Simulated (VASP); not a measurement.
# Ga2Cl3 (P-3m1) in VASP: further runs

Ga2Cl3 is run at these levels: PBE; tasks: single point.

Everything below comes from runs of VASP 6.6.1. Logs are shortened: lines on timing, memory, paths and dates and some standing lists are left out, and cuts for length are marked.

## 1. The cell of the first run

Symmetry: P-3m1, No. 164, trigonal system. The conventional cell has a = 4.343 Å, b = 4.343 Å, c = 6.756 Å, α = 90.00°, β = 90.00°, γ = 120.00°. Ga (site symmetry 3m) has 7 Cl at 2.61 to 3.00 Å within 3.4 Å. Cl (site symmetry -3m) has 6 Ga at 3.00 Å and 6 Cl at 3.47 Å within 4.0 Å. Cl (site symmetry 3m) has 4 Ga at 2.61 to 2.70 Å and 6 Cl at 3.18 to 3.47 Å within 3.5 Å.

## 2. Single point, PBE

The input, INCAR:

```
PREC = Accurate ; ENCUT = 520
EDIFF = 1E-7 ; ISMEAR = 0
SIGMA = 0.1 ; LREAL = F
LASPH = T ; NELM = 80
ALGO = Normal ; ISIF = 2
LWAVE = F ; LCHARG = T
GGA = PE ; LELF = T
LVHAR = T ; NBANDS = 32
```

The input, KPOINTS:

```
Automatic mesh
0
Gamma
  6 6 4
```

The input, POSCAR:

```
Ga2Cl3
1.0
    4.3425317317      0.0000000000      0.0000000000
   -2.1712658658      3.7607427963      0.0000000000
    0.0000000000      0.0000000000      6.7562739886
Ga Cl
2 3
Direct
    0.3333333333      0.6666666667      0.2450000000
    0.6666666667      0.3333333333      0.7550000000
    0.0000000000      0.0000000000      0.0000000000
    0.3333333333      0.6666666667      0.6450000000
    0.6666666667      0.3333333333      0.3550000000
```

Potentials or basis: VASP PAW PBE potentials, release 64 (Ga_d, Cl).

Started as:

```
$ cat potpaw_PBE.64/Ga_d/POTCAR potpaw_PBE.64/Cl/POTCAR > POTCAR
$ mpirun -np 1 vasp_std > vasp.out
```

OUTCAR:

```text
PREC = Accurate
   ENCUT = 520
   EDIFF = 1E-7
   ISMEAR = 0
   LREAL = F
   LASPH = T
   NELM = 80
   ISIF = 2
   GGA = PE

 ion  position               nearest neighbor table
   1  0.333  0.667  0.245-   5 2.61   5 2.61   5 2.61   4 2.70
   2  0.667  0.333  0.755-   4 2.61   4 2.61   4 2.61   5 2.70
   3  0.000  0.000  0.000-
   4  0.333  0.667  0.645-   2 2.61   2 2.61   2 2.61   1 2.70
   5  0.667  0.333  0.355-   1 2.61   1 2.61   1 2.61   2 2.70

  LATTYP: Found a hexagonal cell.
 ALAT       =     4.3425317317
 C/A-ratio  =     1.5558375634

  Lattice vectors:

 A1 = (   4.3425317317,   0.0000000000,   0.0000000000)
 A2 = (  -2.1712658658,   3.7607427963,   0.0000000000)
 A3 = (   0.0000000000,   0.0000000000,   6.7562739886)

Analysis of symmetry for initial positions (statically):
=====================================================================
 Subroutine PRICEL returns:
 Original cell was already a primitive cell.

 Routine SETGRP: Setting up the symmetry group for a
 hexagonal supercell.

 Subroutine GETGRP returns: Found 12 space group operations
 (whereof 12 operations were pure point group operations)
 out of a pool of 24 trial point group operations.

The static configuration has the point symmetry D_3d.

Analysis of symmetry for dynamics (positions and initial velocities):
=====================================================================
 Subroutine PRICEL returns:
 Original cell was already a primitive cell.

 Routine SETGRP: Setting up the symmetry group for a
 hexagonal supercell.

 Subroutine GETGRP returns: Found 12 space group operations
 (whereof 12 operations were pure point group operations)
 out of a pool of 24 trial point group operations.

The dynamic configuration has the point symmetry D_3d.

 Subroutine INISYM returns: Found 12 space group operations
 (whereof 12 operations are pure point group operations),
 and found     1 'primitive' translations

----------------------------------------------------------------------------------------

                                     Primitive cell

  volume of cell :     110.3377

  direct lattice vectors                    reciprocal lattice vectors
     4.342531732  0.000000000  0.000000000     0.230280413  0.132952458  0.000000000
    -2.171265866  3.760742796  0.000000000     0.000000000  0.265904917  0.000000000
     0.000000000  0.000000000  6.756273989     0.000000000  0.000000000  0.148010575

  length of vectors
     4.342531732  4.342531732  6.756273989     0.265904917  0.265904917  0.148010575

  position of ions in fractional coordinates (direct lattice)
     0.333333333  0.666666667  0.245000000
     0.666666667  0.333333333  0.755000000
     0.000000000  0.000000000  0.000000000
     0.333333333  0.666666667  0.645000000
     0.666666667  0.333333333  0.355000000

  ion indices of the primitive-cell ions
   primitive index   ion index
                 1           1
                 2           2
                 3           3
                 4           4
                 5           5

----------------------------------------------------------------------------------------

 KPOINTS: Automatic mesh

Automatic generation of k-mesh.
 Grid dimensions read from file:
 generate k-points for:    6    6    4

 Generating k-lattice:

  Cartesian coordinates                     Fractional coordinates (reciprocal lattice)
     0.038380069  0.022158743  0.000000000     0.166666667 -0.000000000  0.000000000
     0.000000000  0.044317486  0.000000000     0.000000000  0.166666667  0.000000000
     0.000000000  0.000000000  0.037002644     0.000000000  0.000000000  0.250000000

  Length of vectors
     0.044317486  0.044317486  0.037002644

  Shift w.r.t. Gamma in fractional coordinates (k-lattice)
     0.000000000  0.000000000  0.000000000

 Subroutine IBZKPT returns following result:
 ===========================================

 Found     24 irreducible k-points:

 Following reciprocal coordinates:
            Coordinates               Weight
  0.000000  0.000000  0.000000      1.000000
  0.166667  0.000000  0.000000      6.000000
  0.333333  0.000000  0.000000      6.000000
  0.500000  0.000000  0.000000      3.000000
  0.166667  0.166667  0.000000      6.000000
  0.333333  0.166667  0.000000     12.000000
[... 16 lines left out ...]
  0.333333  0.166667  0.500000     12.000000
  0.333333  0.333333  0.500000      2.000000
   k-points           NKPTS =     24   k-points in BZ     NKDIM =     24   number of bands    NBANDS=     32
   number of dos      NEDOS =    301   number of ions     NIONS =      5
   total plane-waves  NPLWV =  51200
   dimension x,y,z NGX =    32 NGY =   32 NGZ =   50
   dimension x,y,z NGXF=    64 NGYF=   64 NGZF=  100
   ions per type =               2   3
   NGX,Y,Z   is equivalent  to a cutoff of  12.25, 12.25, 12.30 a.u.
   NGXF,Y,Z  is equivalent  to a cutoff of  24.50, 24.50, 24.61 a.u.
 SYSTEM =  unknown system
   PREC   = accura    normal or accurate (medium, high low for compatibility)
   ISTART =      0    job   : 0-new  1-cont  2-samecut
   ICHARG =      2    charge: 1-file 2-atom 10-const
   ISPIN  =      1    spin polarized calculation?
   LNONCOLLINEAR =      F non collinear calculations
   LSORBIT =      F    spin-orbit coupling
   LASPH  =      T    aspherical Exc in radial PAW
   ENCUT  =  520.0 eV  38.22 Ry    6.18 a.u.   8.07  8.07 12.56*2*pi/ulx,y,z
   NELM   =     80;   NELMIN=  2; NELMDL= -5     # of ELM steps
   EDIFF  = 0.1E-06   stopping-criterion for ELM
   LREAL  =      F    real-space projection
   EDIFFG = 0.1E-05   stopping-criterion for IOM
   NSW    =      0    number of steps for IOM
   IBRION =     -1    ionic relax: 0-MD 1-quasi-New 2-CG
   NFREE  =      0    steps in history (QN), initial steepest desc. (CG)
   ISIF   =      2    stress and relaxation
   ISYM   =      2    0-nonsym 1-usesym 2-fastsym
   POTIM  = 0.5000    time-step for ionic-motion
   TEBEG  =    0.0;   TEEND  =   0.0 temperature during run
   PSTRESS=    0.0 pullay stress
   NELECT =      47.0000    total number of electrons
   NUPDOWN=      -1.0000    fix difference up-down
   EMIN   =  10.00;   EMAX   =-10.00  energy-range for DOS
   EFERMI =   0.00;   METHOD = LEGACY
   ISMEAR =     0;   SIGMA  =   0.10  broadening in eV -4-tet -1-fermi 0-gaus
   EFERMI_NEDOS =   21; number of points for ismear=-14 and -15
   IALGO  =     38    algorithm
   IMIX   =      4    mixing-type and parameters
     AMIX     =   0.40;   BMIX     =  1.00
     AMIX_MAG =   1.60;   BMIX_MAG =  1.00
  volume/ion in A,a.u.               =      22.07       148.92
  Fermi-wavevector in a.u.,A,eV,Ry     =   1.231779  2.327725 20.643843  1.517280
  Thomas-Fermi vector in A             =   2.366575
   LORBIT       =      0    0 simple, 1 ext, 2 COOP (PROOUT), +10 PAW based schemes
   GGA     = PE    functional components
   LHFCALC =     F    Hartree Fock is set to
   AEXX    =    0.0000 exact exchange contribution
   IVDW    =     0    specifies the selected vdW correction
   LEPSILON=     F    determine dielectric tensor
   LRPA    =     F    only Hartree local field effects (RPA)
 non-spin polarized calculation
 Gauss-broadening in eV      SIGMA  =   0.10
  energy-cutoff  :      520.00
  volume of cell :      110.34
 maximum number of plane-waves:      2990
   NGX = 17   NGY = 17   NGZ = 25

 number of electron      46.9999993 magnetization

 Free energy of the ion-electron system (eV)
  ---------------------------------------------------
  ext. energy  EPLUGINS =         0.00000000
  ---------------------------------------------------
  free energy    TOTEN  =       -14.02239942 eV

  energy without entropy =      -14.00560200  energy(sigma->0) =      -14.01400071

 E-fermi :   3.3977     XC(G=0):  -9.3884

 val. band max:        3.3708756491   @ k =   0.3333   0.3333   0.5000
 cond. band min:       3.4429904491   @ k =   0.3333   0.1667   0.5000
 fundamental gap:      0.0721148000
 Fermi energy:         3.3976845633

 k-point     1 :       0.0000    0.0000    0.0000
  band No.  band energies     occupation
      1     -12.9688      2.00000
      2     -12.0415      2.00000
      3     -11.3832      2.00000
      4     -10.8743      2.00000
      5     -10.8743      2.00000
      6     -10.8713      2.00000
[... 24 lines left out ...]
     31      10.7055      0.00000
     32      10.7055      0.00000

 k-point     2 :       0.1667    0.0000    0.0000
  band No.  band energies     occupation
      1     -12.8791      2.00000
      2     -12.0678      2.00000
      3     -11.4169      2.00000
      4     -10.8720      2.00000
      5     -10.8681      2.00000
      6     -10.8664      2.00000
[... 24 lines left out ...]
     31      11.0124      0.00000
     32      11.0243      0.00000

 k-point     3 :       0.3333    0.0000    0.0000
  band No.  band energies     occupation
      1     -12.6650      2.00000
      2     -12.1509      2.00000
      3     -11.4504      2.00000
      4     -10.8686      2.00000
      5     -10.8595      2.00000
      6     -10.8569      2.00000
[... 24 lines left out ...]
     31      10.6929      0.00000
     32      11.8693      0.00000

 k-point     4 :       0.5000    0.0000    0.0000
  band No.  band energies     occupation
      1     -12.5121      2.00000
      2     -12.2356      2.00000
      3     -11.4531      2.00000
      4     -10.8677      2.00000
      5     -10.8581      2.00000
      6     -10.8524      2.00000
[... 24 lines left out ...]
     31      10.2121      0.00000
     32      11.7894      0.00000

 k-point     5 :       0.1667    0.1667    0.0000
  band No.  band energies     occupation
      1     -12.7260      2.00000
      2     -12.1240      2.00000
      3     -11.4455      2.00000
      4     -10.8626      2.00000
      5     -10.8596      2.00000
      6     -10.8585      2.00000
[... 584 lines left out ...]
     31      11.6650      0.00000
     32      11.8602      0.00000

 k-point    22 :       0.1667    0.1667    0.5000
  band No.  band energies     occupation
      1     -12.6848      2.00000
      2     -12.1722      2.00000
      3     -11.4422      2.00000
      4     -10.8702      2.00000
      5     -10.8629      2.00000
      6     -10.8559      2.00000
[... 24 lines left out ...]
     31      11.5455      0.00000
     32      11.6670      0.00000

 k-point    23 :       0.3333    0.1667    0.5000
  band No.  band energies     occupation
      1     -12.5066      2.00000
      2     -12.2345      2.00000
      3     -11.4527      2.00000
      4     -10.8650      2.00000
      5     -10.8602      2.00000
      6     -10.8518      2.00000
[... 24 lines left out ...]
     31      11.0230      0.00000
     32      11.7182      0.00000

 k-point    24 :       0.3333    0.3333    0.5000
  band No.  band energies     occupation
      1     -12.3559      2.00000
      2     -12.3559      2.00000
      3     -11.4465      2.00000
      4     -10.8644      2.00000
      5     -10.8551      2.00000
      6     -10.8551      2.00000
[... 24 lines left out ...]
     31      10.4899      0.00000
     32      11.8259      0.00000

------------------------ aborting loop because EDIFF is reached ----------------------------------------

  FORCE on cell =-STRESS in cart. coord.  units (eV):
  Direction    XX          YY          ZZ          XY          YZ          ZX
  --------------------------------------------------------------------------------------
  -------------------------------------------------------------------------------------
  Total        3.9310189      3.9310189      3.6377893      0.0000000      0.0000000      0.0000000
  in kB       57.0810339     57.0810339     52.8231427      0.0000000      0.0000000      0.0000000
  external PRESSURE =      55.6617368 kB  Pullay stress =       0.0000000 kB

 VOLUME and BASIS-vectors are now :
 -----------------------------------------------------------------------------
  energy-cutoff  :      520.00
  volume of cell :      110.34
      direct lattice vectors                 reciprocal lattice vectors
     4.342531732  0.000000000  0.000000000     0.230280413  0.132952458  0.000000000
    -2.171265866  3.760742796  0.000000000     0.000000000  0.265904917  0.000000000
     0.000000000  0.000000000  6.756273989     0.000000000  0.000000000  0.148010575

 POSITION                                       TOTAL-FORCE (eV/Angst)
 -----------------------------------------------------------------------------------
     -0.00000      2.50716      1.65529         0.000000      0.000000     -0.749645
      2.17127      1.25358      5.10099        -0.000000     -0.000000      0.749645
      0.00000      0.00000      0.00000         0.000000      0.000000      0.000000
     -0.00000      2.50716      4.35780        -0.000000      0.000000      0.290269
      2.17127      1.25358      2.39848         0.000000      0.000000     -0.290269
 -----------------------------------------------------------------------------------
    total drift:                               -0.000000      0.000000      0.000000

  FREE ENERGIE OF THE ION-ELECTRON SYSTEM (eV)
  ---------------------------------------------------
  free  energy   TOTEN  =       -14.0223994204 eV

  energy  without entropy=      -14.0056019953  energy(sigma->0) =      -14.01400071
```

It took 2.3 min on 1 thread of Intel Xeon 8259CL, shared host; peak memory 0.25 GiB.

What came out:

```
Free energy            : -14.0224 eV
Pressure               : 5.6 GPa
Largest force          : 0.750 eV/Å
Band gap on the k mesh : zero (an odd number of electrons rules out a gap without spin polarisation)
```

Forces in eV/Å, atoms in the order of the input:
```
Ga   0.000  0.000 -0.750
Ga   0.000  0.000  0.750
Cl   0.000  0.000  0.000
Cl   0.000  0.000  0.290
Cl   0.000  0.000 -0.290
```

Caveat: the cell stands under pressure; an odd number of electrons without spin polarisation forces a metal; a magnetic or distorted state may lie lower.

## 3. Single point, PBE

This run uses another cell than the first one, of 27.30 Å³/atom.

The input, INCAR:

```
PREC = Accurate ; ENCUT = 520
EDIFF = 1E-6 ; ISMEAR = 0
SIGMA = 0.1 ; LREAL = False
LASPH = True ; NELM = 60
ALGO = Normal ; ISIF = 2
LWAVE = False ; LCHARG = True
GGA = PE ; LELF = True
LVHAR = True ; NBANDS = 32
```

The input, KPOINTS:

```
regular mesh
0
Gamma
  6 6 4
```

The input, POSCAR:

```
Ga2Cl3
1.0
    4.1423419654      0.0000000000      0.0000000000
   -2.0711709827      3.5873733732      0.0000000000
    0.0000000000      0.0000000000      9.1842860634
Ga Cl
2 3
Direct
    0.3333333333      0.6666666667      0.1847394673
    0.6666666667      0.3333333333      0.8152605327
    0.0000000000      0.0000000000      0.0000000000
    0.3333333333      0.6666666667      0.6818807568
    0.6666666667      0.3333333333      0.3181192432
```

Potentials or basis: VASP PAW PBE potentials, release 64 (Ga_d, Cl).

Started as:

```
$ cat potpaw_PBE.64/Ga_d/POTCAR potpaw_PBE.64/Cl/POTCAR > POTCAR
$ mpirun -np 1 vasp_std > vasp.out
```

Run time: 3.1 min. Hardware: 1 thread of Intel Xeon 8259CL, shared host; peak memory 0.29 GiB.

The run converged. Its results:

| Item | Value |
| --- | --- |
| Free energy | -14.6302 eV |
| Pressure | 0.1 GPa |
| Largest force | 0.009 eV/Å |
| Band gap on the k mesh | zero (an odd number of electrons rules out a gap without spin polarisation) |

Forces in eV/Å, atoms in the order of the input:
```
Ga   0.000  0.000  0.004
Ga   0.000  0.000 -0.004
Cl   0.000  0.000  0.000
Cl   0.000  0.000  0.009
Cl   0.000  0.000 -0.009
```

Stress tensor (GPa, compression positive):
```
0.05 0.00 0.00
0.00 0.05 0.00
0.00 0.00 0.13
```

Levels at points of the mesh, in eV from the Fermi level:
```
           k point  band 22  band 23  band 24  band 25  band 26  band 27
(0.00, 0.00, 0.00)    -2.28    -1.58    -0.24     2.21     4.12     4.12
(0.50, 0.00, 0.00)    -2.63    -1.23     0.26     3.10     4.50     4.92
(0.00, 0.00, 0.50)    -2.67    -0.98    -0.55     2.19     4.08     4.08
(0.50, 0.00, 0.50)    -2.42    -1.05     0.14     2.85     4.68     4.84
```

Caveat: this functional lacks dispersion, which binds layers or chains, so the pressure and a relaxed spacing across them are unreliable; an odd number of electrons without spin polarisation forces a metal; a magnetic or distorted state may lie lower.

The gap in the log of VASP goes by the Fermi energy; the results here count the filled bands.